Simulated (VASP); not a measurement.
# P (Cmce) in VASP: a series of runs

The runs below take P through single point, relaxation of cell and atoms, with LDA, r2SCAN+rVV10, r2SCAN, PBE+D4.

Everything below comes from runs of VASP 6.6.1. Logs are shortened: lines on timing, memory, paths and dates and some standing lists are left out, and cuts for length are marked.

### Step 1. The cell of the first run

Symmetry: Cmce, No. 64, orthorhombic system. Conventional cell: a = 3.304 Å, b = 10.687 Å, c = 4.465 Å, α = 90.00°, β = 90.00°, γ = 90.00°. Within 2.9 Å of P (site symmetry m) lie 3 P at 2.21 to 2.25 Å.

### Step 2. Single point, LDA

Contents of INCAR:

```
PREC = Accurate
ENCUT = 520
EDIFF = 1E-6
ISMEAR = -1
SIGMA = 0.02
LREAL = False
LASPH = True
NELM = 100
ALGO = Normal
ISIF = 2
LWAVE = False
LCHARG = True
GGA = CA
LELF = True
LVHAR = True
NBANDS = 18
```

Contents of KPOINTS:

```
regular mesh
0
Gamma
  8 8 6
```

Contents of POSCAR:

```
P
1.0
    1.6518921853     -5.3432539616      0.0000000000
    1.6518921853      5.3432539616      0.0000000000
    0.0000000000      0.0000000000      4.4650360509
P
4
Direct
    0.9008923495      0.0991076505      0.0850440347
    0.5991076505      0.4008923495      0.5850440347
    0.0991076505      0.9008923495      0.9149559653
    0.4008923495      0.5991076505      0.4149559653
```

Potentials or basis: VASP PAW LDA potentials, release 64 (P).

Run with:

```bash
cat potpaw_LDA.64/P/POTCAR > POTCAR
mpirun -np 1 vasp_std > vasp.out
```

OUTCAR:

```text
PREC = Accurate
   ENCUT = 520
   EDIFF = 1E-6
   ISMEAR = -1
   LREAL = False
   LASPH = True
   NELM = 100
   ISIF = 2
   GGA = CA

 ion  position               nearest neighbor table
   1  0.901  0.099  0.085-   4 2.21   4 2.21   3 2.25
   2  0.599  0.401  0.585-   3 2.21   3 2.21   4 2.25
   3  0.099  0.901  0.915-   2 2.21   2 2.21   1 2.25
   4  0.401  0.599  0.415-   1 2.21   1 2.21   2 2.25

  LATTYP: Found a base centered orthorhombic cell.
 ALAT       =     3.3037843706
 B/A-ratio  =     3.2346263328
 C/A-ratio  =     1.3514913657

  Lattice vectors:

 A1 = (   1.6518921853,  -5.3432539616,   0.0000000000)
 A2 = (   1.6518921853,   5.3432539616,   0.0000000000)
 A3 = (   0.0000000000,   0.0000000000,   4.4650360509)

Analysis of symmetry for initial positions (statically):
=====================================================================
 Subroutine PRICEL returns:
 Original cell was already a primitive cell.

 Routine SETGRP: Setting up the symmetry group for a
 base centered orthorhombic supercell.

 Subroutine GETGRP returns: Found  8 space group operations
 (whereof  4 operations were pure point group operations)
 out of a pool of  8 trial point group operations.

The static configuration has the point symmetry C_2h.
 The point group associated with its full space group is D_2h.

Analysis of symmetry for dynamics (positions and initial velocities):
=====================================================================
 Subroutine PRICEL returns:
 Original cell was already a primitive cell.

 Routine SETGRP: Setting up the symmetry group for a
 base centered orthorhombic supercell.

 Subroutine GETGRP returns: Found  8 space group operations
 (whereof  4 operations were pure point group operations)
 out of a pool of  8 trial point group operations.

The dynamic configuration has the point symmetry C_2h.
 The point group associated with its full space group is D_2h.

 Subroutine INISYM returns: Found  8 space group operations
 (whereof  4 operations are pure point group operations),
 and found     1 'primitive' translations

----------------------------------------------------------------------------------------

                                     Primitive cell

  volume of cell :      78.8211

  direct lattice vectors                    reciprocal lattice vectors
     1.651892185 -5.343253962  0.000000000     0.302683192 -0.093575938  0.000000000
     1.651892185  5.343253962  0.000000000     0.302683192  0.093575938  0.000000000
     0.000000000  0.000000000  4.465036051     0.000000000  0.000000000  0.223962357

  length of vectors
     5.592773077  5.592773077  4.465036051     0.316817883  0.316817883  0.223962357

  position of ions in fractional coordinates (direct lattice)
     0.900892349  0.099107651  0.085044035
     0.599107651  0.400892349  0.585044035
     0.099107651  0.900892349  0.914955965
     0.400892349  0.599107651  0.414955965

  ion indices of the primitive-cell ions
   primitive index   ion index
                 1           1
                 2           2
                 3           3
                 4           4

----------------------------------------------------------------------------------------

 KPOINTS: regular mesh

Automatic generation of k-mesh.
 Grid dimensions read from file:
 generate k-points for:    8    8    6

 Generating k-lattice:

  Cartesian coordinates                     Fractional coordinates (reciprocal lattice)
     0.037835399 -0.011696992  0.000000000     0.125000000  0.000000000  0.000000000
     0.037835399  0.011696992  0.000000000     0.000000000  0.125000000  0.000000000
     0.000000000  0.000000000  0.037327060     0.000000000  0.000000000  0.166666667

  Length of vectors
     0.039602235  0.039602235  0.037327060

  Shift w.r.t. Gamma in fractional coordinates (k-lattice)
     0.000000000  0.000000000  0.000000000

 Subroutine IBZKPT returns following result:
 ===========================================

 Found     84 irreducible k-points:

 Following reciprocal coordinates:
            Coordinates               Weight
  0.000000  0.000000  0.000000      1.000000
  0.125000  0.000000  0.000000      4.000000
  0.250000  0.000000  0.000000      4.000000
  0.375000  0.000000  0.000000      4.000000
  0.500000  0.000000  0.000000      2.000000
  0.125000  0.125000  0.000000      2.000000
[... 16 lines left out ...]
  0.125000  0.000000  0.166667      8.000000
  0.250000  0.000000  0.166667      8.000000
 [... further k-points ...]
   k-points           NKPTS =     84   k-points in BZ     NKDIM =     84   number of bands    NBANDS=     18
   number of dos      NEDOS =    301   number of ions     NIONS =      4
   total plane-waves  NPLWV =  63504
   dimension x,y,z NGX =    42 NGY =   42 NGZ =   36
   dimension x,y,z NGXF=    84 NGYF=   84 NGZF=   72
   ions per type =               4
   NGX,Y,Z   is equivalent  to a cutoff of  12.48, 12.48, 13.40 a.u.
   NGXF,Y,Z  is equivalent  to a cutoff of  24.97, 24.97, 26.81 a.u.
 SYSTEM =  unknown system
   PREC   = accura    normal or accurate (medium, high low for compatibility)
   ISTART =      0    job   : 0-new  1-cont  2-samecut
   ICHARG =      2    charge: 1-file 2-atom 10-const
   ISPIN  =      1    spin polarized calculation?
   LNONCOLLINEAR =      F non collinear calculations
   LSORBIT =      F    spin-orbit coupling
   LASPH  =      T    aspherical Exc in radial PAW
   ENCUT  =  520.0 eV  38.22 Ry    6.18 a.u.  10.40 10.40  8.30*2*pi/ulx,y,z
   NELM   =    100;   NELMIN=  2; NELMDL= -5     # of ELM steps
   EDIFF  = 0.1E-05   stopping-criterion for ELM
   LREAL  =      F    real-space projection
   EDIFFG = 0.1E-04   stopping-criterion for IOM
   NSW    =      0    number of steps for IOM
   IBRION =     -1    ionic relax: 0-MD 1-quasi-New 2-CG
   NFREE  =      0    steps in history (QN), initial steepest desc. (CG)
   ISIF   =      2    stress and relaxation
   ISYM   =      2    0-nonsym 1-usesym 2-fastsym
   POTIM  = 0.5000    time-step for ionic-motion
   TEBEG  =    0.0;   TEEND  =   0.0 temperature during run
   PSTRESS=    0.0 pullay stress
   NELECT =      20.0000    total number of electrons
   NUPDOWN=      -1.0000    fix difference up-down
   EMIN   =  10.00;   EMAX   =-10.00  energy-range for DOS
   EFERMI =   0.00;   METHOD = LEGACY
   ISMEAR =    -1;   SIGMA  =   0.02  broadening in eV -4-tet -1-fermi 0-gaus
   EFERMI_NEDOS =   21; number of points for ismear=-14 and -15
   IALGO  =     38    algorithm
   IMIX   =      4    mixing-type and parameters
     AMIX     =   0.40;   BMIX     =  1.00
     AMIX_MAG =   1.60;   BMIX_MAG =  1.00
  volume/ion in A,a.u.               =      19.71       132.98
  Fermi-wavevector in a.u.,A,eV,Ry     =   1.036424  1.958557 14.615026  1.074174
  Thomas-Fermi vector in A             =   2.170814
   LORBIT       =      0    0 simple, 1 ext, 2 COOP (PROOUT), +10 PAW based schemes
   GGA     = CA    functional components
   LHFCALC =     F    Hartree Fock is set to
   AEXX    =    0.0000 exact exchange contribution
   IVDW    =     0    specifies the selected vdW correction
   LEPSILON=     F    determine dielectric tensor
   LRPA    =     F    only Hartree local field effects (RPA)
 non-spin polarized calculation
  energy-cutoff  :      520.00
  volume of cell :       78.82
 maximum number of plane-waves:      2145
 NGX is ok and might be reduce to    42
   NGX = 21   NGY = 21   NGZ = 17

 number of electron      20.0000000 magnetization

 Free energy of the ion-electron system (eV)
  ---------------------------------------------------
  ext. energy  EPLUGINS =         0.00000000
  ---------------------------------------------------
  free energy    TOTEN  =       -24.02872977 eV

  energy without entropy =      -24.02871596  energy(sigma->0) =      -24.02872286

 E-fermi :   6.2118     XC(G=0):  -9.8803

 val. band max:        6.0964511735   @ k =   0.5000   0.5000   0.0000
 cond. band min:       6.3298763093   @ k =   0.5000   0.5000   0.0000
 fundamental gap:      0.2334251358
 Fermi energy:         6.2117754434

 k-point     1 :       0.0000    0.0000    0.0000
  band No.  band energies     occupation
      1      -9.6298      2.00000
      2      -6.7555      2.00000
      3      -3.4766      2.00000
      4      -0.7368      2.00000
      5       1.2354      2.00000
      6       1.3660      2.00000
[... 10 lines left out ...]
     17      13.1402      0.00000
     18      13.5312      0.00000

 k-point     2 :       0.1250    0.0000    0.0000
  band No.  band energies     occupation
      1      -9.4369      2.00000
      2      -6.5799      2.00000
      3      -3.5742      2.00000
      4      -0.5585      2.00000
      5       0.8995      2.00000
      6       1.2357      2.00000
[... 10 lines left out ...]
     17      11.8959      0.00000
     18      13.0900      0.00000

 k-point     3 :       0.2500    0.0000    0.0000
  band No.  band energies     occupation
      1      -8.8645      2.00000
      2      -6.0528      2.00000
      3      -4.1214      2.00000
      4      -0.6437      2.00000
      5      -0.0562      2.00000
      6       0.2641      2.00000
[... 10 lines left out ...]
     17      11.5673      0.00000
     18      12.8704      0.00000

 k-point     4 :       0.3750    0.0000    0.0000
  band No.  band energies     occupation
      1      -7.9358      2.00000
      2      -5.3145      2.00000
      3      -5.1743      2.00000
      4      -2.4063      2.00000
      5       0.2521      2.00000
      6       0.5878      2.00000
[... 375 lines left out ...]
      4      -0.9071      2.00000
      5       0.8100      2.00000
      6       1.8390      2.00000
[... 10 lines left out ...]
     17      13.3627      0.00000
     18      13.9371      0.00000

 k-point    23 :       0.1250    0.0000    0.1667
  band No.  band energies     occupation
      1      -9.2880      2.00000
      2      -6.8111      2.00000
      3      -3.5558      2.00000
      4      -0.8001      2.00000
      5       0.7103      2.00000
      6       1.0128      2.00000
[... 10 lines left out ...]
     17      12.7374      0.00000
     18      13.2461      0.00000

 k-point    24 :       0.2500    0.0000    0.1667
  band No.  band energies     occupation
      1      -8.7200      2.00000
      2      -6.3041      2.00000
      3      -3.9488      2.00000
      4      -1.0554      2.00000
      5      -0.0879      2.00000
      6       0.2901      2.00000
[... 10 lines left out ...]
     17      11.6240      0.00000
     18      12.9369      0.00000

 [... further k-points ...]

------------------------ aborting loop because EDIFF is reached ----------------------------------------

  FORCE on cell =-STRESS in cart. coord.  units (eV):
  Direction    XX          YY          ZZ          XY          YZ          ZX
  --------------------------------------------------------------------------------------
  -------------------------------------------------------------------------------------
  Total       -1.5494246     -1.0380375     -1.2627366      0.0000000      0.0000000      0.0000000
  in kB      -31.4947769    -21.0999356    -25.6673411      0.0000000      0.0000000      0.0000000
  external PRESSURE =     -26.0873512 kB  Pullay stress =       0.0000000 kB

 VOLUME and BASIS-vectors are now :
 -----------------------------------------------------------------------------
  energy-cutoff  :      520.00
  volume of cell :       78.82
      direct lattice vectors                 reciprocal lattice vectors
     1.651892185 -5.343253962  0.000000000     0.302683192 -0.093575938  0.000000000
     1.651892185  5.343253962  0.000000000     0.302683192  0.093575938  0.000000000
     0.000000000  0.000000000  4.465036051     0.000000000  0.000000000  0.223962357

 POSITION                                       TOTAL-FORCE (eV/Angst)
 -----------------------------------------------------------------------------------
      1.65189     -4.28414      0.37972         0.000000     -0.024125     -0.070775
      1.65189     -1.05911      2.61224         0.000000      0.024125     -0.070775
      1.65189      4.28414      4.08531         0.000000      0.024125      0.070775
      1.65189      1.05911      1.85279         0.000000     -0.024125      0.070775
 -----------------------------------------------------------------------------------
    total drift:                                0.000000      0.000000      0.000000

  FREE ENERGIE OF THE ION-ELECTRON SYSTEM (eV)
  ---------------------------------------------------
  free  energy   TOTEN  =       -24.0287297697 eV

  energy  without entropy=      -24.0287159585  energy(sigma->0) =      -24.02872286
```

Wall time 55 s (1 thread of Intel Xeon 6975P-C (Granite Rapids), shared host); peak memory 0.23 GiB.

Results:

```
Free energy            : -24.0287 eV
Pressure               : -2.6 GPa
Largest force          : 0.075 eV/Å
Band gap on the k mesh : 0.23 eV
```

Forces on the atoms (eV/Å):
```
P    0.000 -0.024 -0.071
P    0.000  0.024 -0.071
P    0.000  0.024  0.071
P    0.000 -0.024  0.071
```

### Step 3. Single point, r2SCAN+rVV10

POSCAR is that of step 2.

Contents of INCAR.step1:

```
SYSTEM = P
ALGO = Normal ; EDIFF = 1E-4
ENCUT = 520 ; GGA = PE
ISMEAR = -1 ; LASPH = .TRUE.
LCHARG = .FALSE. ; LREAL = .FALSE.
LWAVE = .TRUE. ; NBANDS = 18
NELM = 60 ; PREC = Accurate
SIGMA = 0.02
```

Contents of INCAR.step2:

```
SYSTEM = P
ALGO = Normal ; BPARAM = 11.95
CPARAM = 0.0093 ; EDIFF = 1E-7
ENCUT = 520 ; ISIF = 2
ISMEAR = -1 ; ISTART = 1
IVDW_NL = 2 ; LASPH = .TRUE.
LCHARG = .FALSE. ; LMIXTAU = .TRUE.
LREAL = .FALSE. ; LUSE_VDW = .TRUE.
LWAVE = .FALSE. ; METAGGA = R2SCAN
NBANDS = 18 ; NELM = 60
PREC = Accurate ; SIGMA = 0.02
```

Contents of KPOINTS:

```
k-points
0
G
  8 8 6
  0 0 0
```

Potentials or basis: VASP PAW PBE potentials, release 64 (P).

Run with:

```bash
cat potpaw_PBE.64/P/POTCAR > POTCAR
cp INCAR.step1 INCAR
mpirun -np 1 vasp_std > vasp.out
cp INCAR.step2 INCAR
mpirun -np 1 vasp_std > vasp.out
```

It took 5 min on 1 thread of Intel Xeon 6975P-C (Granite Rapids), shared host; peak memory 0.52 GiB.

It converged, with:

* Free energy: -35.5870 eV
* Pressure: -0.6 GPa
* Largest force: 0.094 eV/Å
* Band gap on the k mesh: zero (filled and empty bands touch)

Forces on the atoms (eV/Å):
```
P    0.000 -0.057  0.075
P    0.000  0.057  0.075
P    0.000  0.057 -0.075
P    0.000 -0.057 -0.075
```

Stress tensor (GPa, compression positive):
```
-0.64  0.00  0.00
 0.00 -0.55  0.00
 0.00  0.00 -0.66
```

Levels at points of the mesh, in eV from the Fermi level:
```tsv
k point	band 8	band 9	band 10	band 11	band 12	band 13
(0.00, 0.00, 0.00)	-3.13	-2.90	-1.53	0.58	1.16	1.99
(0.50, 0.00, 0.00)	-3.70	-2.91	-2.91	0.77	0.77	1.36
(0.50, 0.50, 0.00)	-2.67	-1.83	0.00	0.00	0.82	2.31
(0.00, 0.00, 0.50)	-3.59	-1.70	-1.70	1.55	1.55	2.80
(0.50, 0.00, 0.50)	-5.78	-2.15	-2.15	1.70	1.70	3.77
(0.50, 0.50, 0.50)	-2.99	-2.02	-2.02	1.48	1.48	2.68
```

Caveat: the PAW data sets were made with another functional, which shifts forces and pressure a little.

[end of part 1 of 3]
